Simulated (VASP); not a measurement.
# Si4Cl: single point with PBE+D3(BJ)

Si4Cl, a slab with vacuum:

```
Si Cl
1.0
     3.83334    0.00000    0.00000
    -1.91667    3.31977    0.00000
     0.00000    0.00000   21.00838
Si Cl
4 1
Direct
  0.33333 0.66667 0.19040
  0.00000 0.00000 0.22765
  0.00000 0.00000 0.34522
  0.66667 0.33333 0.37644
  0.33333 0.66667 0.52400
```

```
Program             : VASP 6.6.1
Task                : single point
Functional          : PBE
Dispersion          : D3(BJ)
Potentials or basis : VASP PAW PBE potentials, release 64 (Si, Cl)
Cutoff              : 400 eV
k mesh              : 9 × 9 × 1
Occupations         : gaussian, width 0.05 eV
Spin                : collinear spin
Starting moments    : [0.0, 0.0, 0.0, 0.0, 1.0] μB
```

The largest force is 0.745 eV/Å. The band gap on the k mesh is zero (filled and empty bands overlap), the net moment is 1.00 μB per cell and the site moments are Si +0.11, +0.00, +0.02, -0.01; Cl +0.49 μB. The valence electrons inside the program's atomic spheres are Si 1.65, 1.66, 1.69, 1.63; Cl 4.93 and the dispersion energy per atom is -0.238 eV.

Forces in eV/Å, atoms in the order of the input:
```
Si   0.000  0.000  0.462
Si   0.000  0.000 -0.253
Si   0.000  0.000 -0.028
Si   0.000  0.000  0.563
Cl   0.000  0.000 -0.745
```

Levels at points of the mesh, in eV from the Fermi level:
Spin up:
| k point | band 10 | band 11 | band 12 | band 13 | band 14 | band 15 |
| --- | --- | --- | --- | --- | --- | --- |
| (0.00, 0.00, 0.00) | -0.48 | -0.19 | -0.19 | 1.51 | 2.57 | 2.86 |
Spin down:
| k point | band 7 | band 8 | band 9 | band 10 | band 11 | band 12 | band 13 | band 14 | band 15 | band 16 |
| --- | --- | --- | --- | --- | --- | --- | --- | --- | --- | --- |
| (0.00, 0.00, 0.00) | -0.91 | -0.39 | -0.12 | -0.12 | 0.29 | 0.29 | 1.61 | 2.63 | 3.05 | 3.29 |

Wall time 9.2 min on 1 thread of AMD EPYC 7R13 (shared host), peak memory 0.44 GiB.
